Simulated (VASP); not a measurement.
# KF (Fmmm) in VASP: single point with LDA

Aim: the single point of KF with LDA.

Everything below comes from runs of VASP 6.6.1. Logs are shortened: lines on timing, memory, paths and dates and some standing lists are left out, and cuts for length are marked.

### 1 The cell of the first run

It takes space group Fmmm (No. 69, orthorhombic). Conventional cell: a = 4.583 Å, b = 4.802 Å, c = 5.163 Å, α = 90.00°, β = 90.00°, γ = 90.00°. K (site symmetry mmm) has 6 F at 2.29 to 2.58 Å within 3.0 Å. Within 3.0 Å of F (site symmetry mmm) lie 6 K at 2.29 to 2.58 Å.

### 2 Single point, LDA (normal strain along x -0.0700, normal strain along z -0.1125)

Input file INCAR:

```
PREC = Accurate
ENCUT = 520
EDIFF = 1E-6
ISMEAR = 0
SIGMA = 0.05
LREAL = F
LASPH = T
NELM = 100
ALGO = Normal
ISIF = 2
LWAVE = F
LCHARG = F
GGA = CA
NBANDS = 15
```

Input file KPOINTS:

```
Automatic mesh
0
Gamma
  8 8 8
```

Input file POSCAR:

```
KF
1.0
    0.0000000000      2.5817196783      2.2912762145
    2.4009993008      0.0000000000      2.2912762145
    2.4009993008      2.5817196783      0.0000000000
K F
1 1
Direct
    0.0000000000      0.0000000000      0.0000000000
    0.5000000000      0.5000000000      0.5000000000
```

Potentials or basis: VASP PAW LDA potentials, release 64 (K_sv, F).

Started as:

```console
> cat potpaw_LDA.64/K_sv/POTCAR potpaw_LDA.64/F/POTCAR > POTCAR
> mpirun -np 1 vasp_std > vasp.out
```

OUTCAR:

```text
PREC = Accurate
   ENCUT = 520
   EDIFF = 1E-6
   ISMEAR = 0
   LREAL = F
   LASPH = T
   NELM = 100
   ISIF = 2
   GGA = CA

 ion  position               nearest neighbor table
   1  0.000  0.000  0.000-   2 2.29   2 2.29   2 2.40   2 2.40   2 2.58   2 2.58
   2  0.500  0.500  0.500-   1 2.29   1 2.29   1 2.40   1 2.40   1 2.58   1 2.58

  LATTYP: Found a face centered orthorhombic cell.
 ALAT       =     4.5825524290
 B/A-ratio  =     1.0478873239
 C/A-ratio  =     1.1267605634

  Lattice vectors:

 A1 = (   2.4009993008,   2.5817196783,   0.0000000000)
 A2 = (   0.0000000000,   2.5817196783,   2.2912762145)
 A3 = (   2.4009993008,   0.0000000000,   2.2912762145)

Analysis of symmetry for initial positions (statically):
=====================================================================
 Subroutine PRICEL returns:
 Original cell was already a primitive cell.

 Routine SETGRP: Setting up the symmetry group for a
 face centered orthorhombic supercell.

 Subroutine GETGRP returns: Found  8 space group operations
 (whereof  8 operations were pure point group operations)
 out of a pool of  8 trial point group operations.

The static configuration has the point symmetry D_2h.

Analysis of symmetry for dynamics (positions and initial velocities):
=====================================================================
 Subroutine PRICEL returns:
 Original cell was already a primitive cell.

 Routine SETGRP: Setting up the symmetry group for a
 face centered orthorhombic supercell.

 Subroutine GETGRP returns: Found  8 space group operations
 (whereof  8 operations were pure point group operations)
 out of a pool of  8 trial point group operations.

The dynamic configuration has the point symmetry D_2h.

 Subroutine INISYM returns: Found  8 space group operations
 (whereof  8 operations are pure point group operations),
 and found     1 'primitive' translations

----------------------------------------------------------------------------------------

                                     Primitive cell

  volume of cell :      28.4059

  direct lattice vectors                    reciprocal lattice vectors
     0.000000000  2.581719678  2.291276214    -0.208246625  0.193669361  0.218218998
     2.400999301  0.000000000  2.291276214     0.208246625 -0.193669361  0.218218998
     2.400999301  2.581719678  0.000000000     0.208246625  0.193669361 -0.218218998

  length of vectors
     3.451843448  3.318846838  3.525631027     0.358460610  0.358460610  0.358460610

[... 79 lines left out ...]
   NELM   =    100;   NELMIN=  2; NELMDL= -5     # of ELM steps
   EDIFF  = 0.1E-05   stopping-criterion for ELM
   LREAL  =      F    real-space projection
[... 7 lines left out ...]
   TEBEG  =    0.0;   TEEND  =   0.0 temperature during run
   PSTRESS=    0.0 pullay stress
   NELECT =      16.0000    total number of electrons
   NUPDOWN=      -1.0000    fix difference up-down
   EMIN   =  10.00;   EMAX   =-10.00  energy-range for DOS
   EFERMI =   0.00;   METHOD = LEGACY
   ISMEAR =     0;   SIGMA  =   0.05  broadening in eV -4-tet -1-fermi 0-gaus
   EFERMI_NEDOS =   21; number of points for ismear=-14 and -15
   IALGO  =     38    algorithm
   IMIX   =      4    mixing-type and parameters
     AMIX     =   0.40;   BMIX     =  1.00
     AMIX_MAG =   1.60;   BMIX_MAG =  1.00
  volume/ion in A,a.u.               =      14.20        95.85
  Fermi-wavevector in a.u.,A,eV,Ry     =   1.352006  2.554921 24.870367  1.827920
  Thomas-Fermi vector in A             =   2.479381
   LORBIT       =      0    0 simple, 1 ext, 2 COOP (PROOUT), +10 PAW based schemes
   GGA     = CA    functional components
   LHFCALC =     F    Hartree Fock is set to
   AEXX    =    0.0000 exact exchange contribution
   IVDW    =     0    specifies the selected vdW correction
   LEPSILON=     F    determine dielectric tensor
   LRPA    =     F    only Hartree local field effects (RPA)
 non-spin polarized calculation
 Gauss-broadening in eV      SIGMA  =   0.05
  energy-cutoff  :      520.00
  volume of cell :       28.41
 maximum number of plane-waves:       777
 NGX is ok and might be reduce to    28
   NGX = 13   NGY = 13   NGZ = 13

 number of electron      16.0000004 magnetization

 Free energy of the ion-electron system (eV)
  ---------------------------------------------------
  ext. energy  EPLUGINS =         0.00000000
  ---------------------------------------------------
  free energy    TOTEN  =        -8.70515850 eV

  energy without entropy =       -8.70515850  energy(sigma->0) =       -8.70515850

 E-fermi :  -1.4206     XC(G=0): -10.5507

 val. band max:       -1.6385112318   @ k =   0.5000   0.5000   0.0000
 cond. band min:       5.2329590644   @ k =   0.0000   0.0000   0.0000
 fundamental gap:      6.8714702962
 Fermi energy:        -1.4205899426

 k-point     1 :       0.0000    0.0000    0.0000
  band No.  band energies     occupation
      1     -27.2746      2.00000
      2     -20.4944      2.00000
      3     -10.4402      2.00000
      4     -10.2908      2.00000
      5     -10.2640      2.00000
      6      -2.4066      2.00000
      7      -2.1570      2.00000
      8      -1.8445      2.00000
      9       5.2330      0.00000
     10       8.5592      0.00000
     11       9.1699      0.00000
     12       9.5233      0.00000
     13      10.7482      0.00000
     14      11.9875      0.00000
[... 401 lines left out ...]
      2     -20.8252      2.00000
      3     -10.7828      2.00000
      4     -10.4946      2.00000
      5     -10.4118      2.00000
      6      -3.0614      2.00000
      7      -2.6304      2.00000
      8      -2.4313      2.00000
      9       7.7137      0.00000
     10       8.6433      0.00000
     11      10.7323      0.00000
     12      11.3831      0.00000
     13      12.4509      0.00000
     14      13.4624      0.00000
     15      18.3035      0.00000

 [... further k-points ...]
[... 5 lines left out ...]
  --------------------------------------------------------------------------------------
  -------------------------------------------------------------------------------------
  Total        2.9258829      0.7696983      5.2199884      0.0000000      0.0000000      0.0000000
  in kB      165.0285063     43.4132729    294.4228833      0.0000000      0.0000000      0.0000000
  external PRESSURE =     167.6215542 kB  Pullay stress =       0.0000000 kB

 VOLUME and BASIS-vectors are now :
 -----------------------------------------------------------------------------
  energy-cutoff  :      520.00
  volume of cell :       28.41
      direct lattice vectors                 reciprocal lattice vectors
     0.000000000  2.581719678  2.291276214    -0.208246625  0.193669361  0.218218998
     2.400999301  0.000000000  2.291276214     0.208246625 -0.193669361  0.218218998
     2.400999301  2.581719678  0.000000000     0.208246625  0.193669361 -0.218218998

 POSITION                                       TOTAL-FORCE (eV/Angst)
 -----------------------------------------------------------------------------------
      0.00000      0.00000      0.00000         0.000000      0.000000      0.000000
      2.40100      2.58172      2.29128         0.000000      0.000000      0.000000
 -----------------------------------------------------------------------------------
    total drift:                                0.000000      0.000000      0.000000

  FREE ENERGIE OF THE ION-ELECTRON SYSTEM (eV)
  ---------------------------------------------------
  free  energy   TOTEN  =        -8.7051585014 eV

  energy  without entropy=       -8.7051585014  energy(sigma->0) =       -8.70515850
```

OSZICAR:

```text
N       E                     dE             d eps       ncg     rms          rms(c)
DAV:   1     0.121257221129E+03    0.12126E+03   -0.85543E+03  2858   0.108E+03
DAV:   2    -0.541172634426E+01   -0.12667E+03   -0.11227E+03  3586   0.303E+02
DAV:   3    -0.980475317756E+01   -0.43930E+01   -0.43675E+01  3719   0.529E+01
DAV:   4    -0.991157124362E+01   -0.10682E+00   -0.10680E+00  3508   0.850E+00
DAV:   5    -0.991493918322E+01   -0.33679E-02   -0.33679E-02  3958   0.119E+00    0.808E+00
DAV:   6    -0.876331805142E+01    0.11516E+01   -0.29329E+00  3226   0.192E+01    0.745E+00
DAV:   7    -0.872715065321E+01    0.36167E-01   -0.70887E-02  3746   0.234E+00    0.442E+00
DAV:   8    -0.870514880849E+01    0.22002E-01   -0.36845E-02  3774   0.196E+00    0.204E-01
DAV:   9    -0.870510585737E+01    0.42951E-04   -0.26558E-03  3400   0.443E-01    0.864E-02
DAV:  10    -0.870517045984E+01   -0.64602E-04   -0.25939E-04  3745   0.193E-01    0.343E-02
DAV:  11    -0.870515872807E+01    0.11732E-04   -0.20254E-05  4004   0.562E-02    0.113E-02
DAV:  12    -0.870515850136E+01    0.22671E-06   -0.23567E-06  3501   0.194E-02
   1 F= -.87051585E+01 E0= -.87051585E+01  d E =-.349613E-12
```

stdout:

```text
POSCAR found type information on POSCAR K F
 POSCAR found :  2 types and       2 ions
 scaLAPACK will be used
 LDA part: xc-table for (Slater(with rela. corr.)+CA(PZ))
 , standard interpolation
 POSCAR, INCAR and KPOINTS ok, starting setup
 FFT: planning ... GRIDC
 FFT: planning ... GRID_SOFT
 FFT: planning ... GRID
 WAVECAR not read
 entering main loop
```

Wall time 82 s (1 thread of Intel Xeon 8259CL, shared host); peak memory 0.17 GiB.

Results:

* Free energy: -8.7052 eV
* Pressure: 16.8 GPa
* Band gap on the k mesh: 6.87 eV (least direct gap 7.08 eV)

Levels at points of the mesh, in eV from the valence-band top:
| k point | band 4 | band 5 | band 6 | band 7 | band 8 | band 9 | band 10 | band 11 | band 12 | band 13 |
| --- | --- | --- | --- | --- | --- | --- | --- | --- | --- | --- |
| (0.00, 0.00, 0.00) | -8.65 | -8.63 | -0.77 | -0.52 | -0.21 | 6.87 | 10.20 | 10.81 | 11.16 | 12.39 |
| (0.50, 0.00, 0.00) | -8.77 | -8.57 | -1.80 | -1.31 | -1.29 | 9.38 | 11.98 | 12.59 | 13.27 | 15.63 |
| (0.50, 0.50, 0.00) | -9.48 | -9.18 | -0.69 | -0.33 | 0.00 | 7.17 | 11.42 | 13.83 | 14.69 | 15.09 |
| (0.50, 0.00, 0.50) | -9.25 | -9.02 | -0.70 | -0.47 | -0.12 | 7.66 | 11.44 | 12.81 | 14.71 | 15.41 |
| (0.00, 0.50, 0.50) | -9.54 | -9.02 | -0.74 | -0.33 | -0.04 | 7.43 | 11.25 | 13.42 | 14.70 | 14.90 |

Caveat: the cell differs from its parent crystal (normal strain along x -0.0700, normal strain along z -0.1125); the stress differs along the axes, from 4 to 29 GPa. A k mesh can miss the band edges.
